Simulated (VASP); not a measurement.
Set up this calculation in VASP 6.6.1, as the native input.

- Task: single point
- Functional: r2SCAN
- Dispersion: D4
- Potentials or basis: VASP PAW PBE potentials, release 64 (Ga_d, Sb_d_GW)
- Cutoff: 550 eV
- k mesh: 6 × 6 × 6
- Occupations: fermi-dirac, width 0.02 eV
- Spin: no spin polarisation
- Dipole correction: no
- Further INCAR settings: ALGO = Normal; EDIFF = 1e-06; NBANDS = 21

The system is GaSb.

```
Ga Sb
1.0
     0.00000    3.06588    3.06588
     3.06588    0.00000    3.06588
     3.06588    3.06588    0.00000
Ga Sb
1 1
Cartesian
  0.0000 0.0000 0.0000
  1.5329 1.5329 1.5329
```

These files were run (other wordings do the same):

POSCAR

```
GaSb
1.0
    0.0000000000      3.0658787986      3.0658787986
    3.0658787986      0.0000000000      3.0658787986
    3.0658787986      3.0658787986      0.0000000000
Ga Sb
1 1
Direct
    0.0000000000      0.0000000000      0.0000000000
    0.2500000000      0.2500000000      0.2500000000
```

INCAR.step1

```
SYSTEM = GaSb
  PREC = Accurate
  ENCUT = 550
  ISMEAR = -1
  SIGMA = 0.02
  LREAL = .False.
  LASPH = .True.
  NELM = 120
  NBANDS = 21
  GGA = PE
  ALGO = Normal
  EDIFF = 1E-5
  LWAVE = .True.
  LCHARG = .False.
  GGA_COMPAT = .False.
```

INCAR.step2

```
SYSTEM = GaSb
  PREC = Accurate
  ENCUT = 550
  EDIFF = 1E-6
  ISMEAR = -1
  SIGMA = 0.02
  LREAL = .False.
  LASPH = .True.
  NELM = 120
  ALGO = Normal
  ISIF = 2
  LWAVE = .False.
  LCHARG = .False.
  METAGGA = R2SCAN
  LMIXTAU = .True.
  IVDW = 13
  VDW_S6 = 1.0
  VDW_S8 = 0.6018749
  VDW_A1 = 0.51559235
  VDW_A2 = 5.77342911
  NBANDS = 21
  ISTART = 1
  GGA_COMPAT = .False.
```

KPOINTS

```
Automatic mesh
0
Gamma
  6 6 6
  0 0 0
```

Potentials or basis: VASP PAW PBE potentials, release 64 (Ga_d, Sb_d_GW).

Run with:

```console
$ cat potpaw_PBE.64/Ga_d/POTCAR potpaw_PBE.64/Sb_d_GW/POTCAR > POTCAR
$ cp INCAR.step1 INCAR
$ mpirun -np 1 vasp_std > vasp.out
$ cp INCAR.step2 INCAR
$ mpirun -np 1 vasp_std > vasp.out
```

It gave:

```json
{"Pressure": "-0.7 GPa", "Band gap on the k mesh": "0.40 eV", "Dispersion energy per atom": "-0.141 eV"}
```

Caveat: semilocal functionals underestimate gaps, and a narrow one can read as zero; the PAW data sets were made with another functional, which shifts forces and pressure a little; spin-orbit coupling is left out, which moves the levels of the heavy elements.

Run time: 50 s on 1 thread of Intel(R) Xeon(R) 6975P-C (Granite Rapids) (shared host), peak memory 0.23 GiB.
